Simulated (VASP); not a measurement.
# Os (Pm-3n) in VASP: notebook

Runs on Os. Level: PBE. Tasks: single point, relaxation of cell and atoms.

Everything below comes from runs of VASP 6.6.1. Logs are shortened: lines on timing, memory, paths and dates and some standing lists are left out, and cuts for length are marked.

## Step 1: The cell of the first run

The structure is cubic, space group Pm-3n (No. 223). Conventional cell: a = 4.857 Å, b = 4.857 Å, c = 4.857 Å, α = 90.00°, β = 90.00°, γ = 90.00°. Os (site symmetry m-3) has 12 Os at 2.71 Å within 3.6 Å. Os (site symmetry -4m2) has 14 Os at 2.43 to 2.97 Å within 3.2 Å.

## Step 2: Single point, PBE

Contents of INCAR:

```
PREC = Accurate
ENCUT = 520
EDIFF = 1E-7
ISMEAR = 0
SIGMA = 0.1
LREAL = False
LASPH = True
NELM = 100
ALGO = Fast
ISIF = 2
LWAVE = False
LCHARG = False
GGA = PE
NBANDS = 42
```

Contents of KPOINTS:

```
regular mesh
0
Gamma
  4 4 4
```

Contents of POSCAR:

```
Os
1.0
    4.8565177879      0.0000000000      0.0000000000
    0.0000000000      4.8565177879      0.0000000000
    0.0000000000      0.0000000000      4.8565177879
Os
8
Direct
    0.5000000000      0.5000000000      0.5000000000
    0.0000000000      0.0000000000      0.0000000000
    0.2500000000      0.0000000000      0.5000000000
    0.5000000000      0.2500000000      0.0000000000
    0.5000000000      0.7500000000      0.0000000000
    0.7500000000      0.0000000000      0.5000000000
    0.0000000000      0.5000000000      0.7500000000
    0.0000000000      0.5000000000      0.2500000000
```

Potentials or basis: VASP PAW PBE potentials, release 64 (Os).

Run with:

```sh
cat potpaw_PBE.64/Os/POTCAR > POTCAR
mpirun -np 1 vasp_std > vasp.out
```

OUTCAR:

```text
PREC = Accurate
   ENCUT = 520
   EDIFF = 1E-7
   ISMEAR = 0
   LREAL = False
   LASPH = True
   NELM = 100
   ISIF = 2
   GGA = PE

 ion  position               nearest neighbor table
   1  0.500  0.500  0.500-   3 2.71   4 2.71   5 2.71   6 2.71   7 2.71   8 2.71   4 2.71   5 2.71
                             3 2.71   6 2.71   7 2.71   8 2.71
   2  0.000  0.000  0.000-   3 2.71   4 2.71   5 2.71   6 2.71   7 2.71   8 2.71   3 2.71   6 2.71
                             7 2.71   8 2.71   4 2.71   5 2.71
   3  0.250  0.000  0.500-   6 2.43   6 2.43   1 2.71   2 2.71   1 2.71   2 2.71   8 2.97   5 2.97
                             4 2.97   5 2.97   4 2.97   7 2.97   8 2.97   7 2.97
   4  0.500  0.250  0.000-   5 2.43   5 2.43   1 2.71   1 2.71   2 2.71   2 2.71   8 2.97   3 2.97
                             3 2.97   6 2.97   6 2.97   7 2.97   7 2.97   8 2.97
   5  0.500  0.750  0.000-   4 2.43   4 2.43   1 2.71   1 2.71   2 2.71   2 2.71   8 2.97   3 2.97
                             3 2.97   6 2.97   6 2.97   7 2.97   7 2.97   8 2.97
   6  0.750  0.000  0.500-   3 2.43   3 2.43   1 2.71   2 2.71   1 2.71   2 2.71   8 2.97   4 2.97
                             4 2.97   5 2.97   5 2.97   7 2.97   8 2.97   7 2.97
   7  0.000  0.500  0.750-   8 2.43   8 2.43   1 2.71   2 2.71   2 2.71   1 2.71   3 2.97   4 2.97
                             5 2.97   3 2.97   6 2.97   6 2.97   4 2.97   5 2.97
   8  0.000  0.500  0.250-   7 2.43   7 2.43   1 2.71   2 2.71   2 2.71   1 2.71   3 2.97   4 2.97
                             5 2.97   3 2.97   6 2.97   6 2.97   4 2.97   5 2.97

  LATTYP: Found a simple cubic cell.
 ALAT       =     4.8565177879

  Lattice vectors:

 A1 = (   4.8565177879,   0.0000000000,   0.0000000000)
 A2 = (   0.0000000000,   4.8565177879,   0.0000000000)
 A3 = (   0.0000000000,   0.0000000000,   4.8565177879)

Analysis of symmetry for initial positions (statically):
=====================================================================
 Subroutine PRICEL returns:
 Original cell was already a primitive cell.

 Routine SETGRP: Setting up the symmetry group for a
 simple cubic supercell.

 Subroutine GETGRP returns: Found 48 space group operations
 (whereof 24 operations were pure point group operations)
 out of a pool of 48 trial point group operations.

The static configuration has the point symmetry T_h .
 The point group associated with its full space group is O_h .

Analysis of symmetry for dynamics (positions and initial velocities):
=====================================================================
 Subroutine PRICEL returns:
 Original cell was already a primitive cell.

 Routine SETGRP: Setting up the symmetry group for a
 simple cubic supercell.

 Subroutine GETGRP returns: Found 48 space group operations
 (whereof 24 operations were pure point group operations)
 out of a pool of 48 trial point group operations.

[... 110 lines left out ...]
   NUPDOWN=      -1.0000    fix difference up-down
   EMIN   =  10.00;   EMAX   =-10.00  energy-range for DOS
   EFERMI =   0.00;   METHOD = LEGACY
   ISMEAR =     0;   SIGMA  =   0.10  broadening in eV -4-tet -1-fermi 0-gaus
   EFERMI_NEDOS =   21; number of points for ismear=-14 and -15
   IALGO  =     68    algorithm
   IMIX   =      4    mixing-type and parameters
     AMIX     =   0.40;   BMIX     =  1.00
     AMIX_MAG =   1.60;   BMIX_MAG =  1.00
  volume/ion in A,a.u.               =      14.32        96.62
  Fermi-wavevector in a.u.,A,eV,Ry     =   1.348372  2.548054 24.736861  1.818108
  Thomas-Fermi vector in A             =   2.476047
   LORBIT       =      0    0 simple, 1 ext, 2 COOP (PROOUT), +10 PAW based schemes
   GGA     = PE    functional components
   LHFCALC =     F    Hartree Fock is set to
   AEXX    =    0.0000 exact exchange contribution
   IVDW    =     0    specifies the selected vdW correction
   LEPSILON=     F    determine dielectric tensor
   LRPA    =     F    only Hartree local field effects (RPA)
 non-spin polarized calculation
 RMM-DIIS sequential band-by-band and
 Gauss-broadening in eV      SIGMA  =   0.10
  energy-cutoff  :      520.00
  volume of cell :      114.54
 maximum number of plane-waves:      3136
   NGX = 19   NGY = 19   NGZ = 19

 number of electron      63.9999985 magnetization

 Free energy of the ion-electron system (eV)
  ---------------------------------------------------
  ext. energy  EPLUGINS =         0.00000000
  ---------------------------------------------------
  free energy    TOTEN  =       -85.26347608 eV

  energy without entropy =      -85.23007965  energy(sigma->0) =      -85.24677787

 E-fermi :   9.3227     XC(G=0): -13.8946

 val. band max:        9.2338076204   @ k =   0.2500   0.0000   0.0000
 cond. band min:       9.3646918801   @ k =   0.2500   0.2500   0.0000
 fundamental gap:      0.1308842597
 Fermi energy:         9.3227258881

 k-point     1 :       0.0000    0.0000    0.0000
  band No.  band energies     occupation
      1      -1.6153      2.00000
      2       1.4082      2.00000
      3       1.4082      2.00000
      4       2.7580      2.00000
      5       2.9240      2.00000
      6       2.9240      2.00000
[... 439 lines left out ...]
     41      11.3307      0.00000
     42      11.4536      0.00000

------------------------ aborting loop because EDIFF is reached ----------------------------------------

  FORCE on cell =-STRESS in cart. coord.  units (eV):
  Direction    XX          YY          ZZ          XY          YZ          ZX
  --------------------------------------------------------------------------------------
  -------------------------------------------------------------------------------------
  Total        8.1501176      8.1501176      8.1501176     -0.0000000      0.0000000      0.0000000
  in kB      113.9985976    113.9985976    113.9985976     -0.0000000      0.0000000      0.0000000
  external PRESSURE =     113.9985976 kB  Pullay stress =       0.0000000 kB

 VOLUME and BASIS-vectors are now :
 -----------------------------------------------------------------------------
  energy-cutoff  :      520.00
  volume of cell :      114.54
      direct lattice vectors                 reciprocal lattice vectors
     4.856517788  0.000000000  0.000000000     0.205908852  0.000000000  0.000000000
     0.000000000  4.856517788  0.000000000     0.000000000  0.205908852  0.000000000
     0.000000000  0.000000000  4.856517788     0.000000000  0.000000000  0.205908852

 POSITION                                       TOTAL-FORCE (eV/Angst)
 -----------------------------------------------------------------------------------
      2.42826      2.42826      2.42826         0.000000     -0.000000      0.000000
      0.00000      0.00000      0.00000         0.000000     -0.000000      0.000000
      1.21413      0.00000      2.42826        -0.000000     -0.000000     -0.000000
      2.42826      1.21413      0.00000        -0.000000     -0.000000      0.000000
      2.42826      3.64239      0.00000         0.000000      0.000000      0.000000
      3.64239      0.00000      2.42826         0.000000      0.000000     -0.000000
      0.00000      2.42826      3.64239        -0.000000      0.000000     -0.000000
      0.00000      2.42826      1.21413        -0.000000      0.000000      0.000000
 -----------------------------------------------------------------------------------
    total drift:                                0.000000      0.000000     -0.000000

  FREE ENERGIE OF THE ION-ELECTRON SYSTEM (eV)
  ---------------------------------------------------
  free  energy   TOTEN  =       -85.2634760814 eV

  energy  without entropy=      -85.2300796546  energy(sigma->0) =      -85.24677787
```

OSZICAR:

```text
N       E                     dE             d eps       ncg     rms          rms(c)
DAV:   1     0.522392480868E+03    0.52239E+03   -0.29588E+04   848   0.147E+03
DAV:   2    -0.393339103869E+02   -0.56173E+03   -0.53461E+03   860   0.520E+02
DAV:   3    -0.869139750176E+02   -0.47580E+02   -0.42870E+02  1146   0.105E+02
[... 18 lines left out ...]
RMM:  22    -0.852634778267E+02   -0.97393E-06   -0.40041E-06  1160   0.604E-03    0.343E-02
RMM:  23    -0.852634769440E+02    0.88272E-06   -0.50193E-07   762   0.330E-03    0.246E-02
RMM:  24    -0.852634764778E+02    0.46623E-06   -0.46291E-07   726   0.250E-03    0.142E-02
RMM:  25    -0.852634761205E+02    0.35729E-06   -0.57714E-07   765   0.261E-03    0.938E-03
RMM:  26    -0.852634760814E+02    0.39051E-07   -0.14900E-07   514   0.182E-03
   1 F= -.85263476E+02 E0= -.85246778E+02  d E =-.333964E-01
```

stdout:

```text
POSCAR found type information on POSCAR Os
 POSCAR found :  1 types and       8 ions
 scaLAPACK will be used
 LDA part: xc-table for (Slater+PW92), standard interpolation
 POSCAR, INCAR and KPOINTS ok, starting setup
 FFT: planning ... GRIDC
 FFT: planning ... GRID_SOFT
 FFT: planning ... GRID
 WAVECAR not read
 entering main loop
```

It took 55 s on 1 thread of Intel Xeon Platinum 8488C (Sapphire Rapids), shared host; peak memory 0.21 GiB.

What came out:

- Free energy: -85.2635 eV
- Pressure: 11.4 GPa
- Band gap on the k mesh: zero (bands 32 and 33 overlap by 1.07 eV)

Caveat: the cell stands under pressure; spin-orbit coupling is left out, which moves the levels of the heavy elements.

[end of part 1 of 2]

The gap in the log of VASP goes by the Fermi energy; the results here count the filled bands.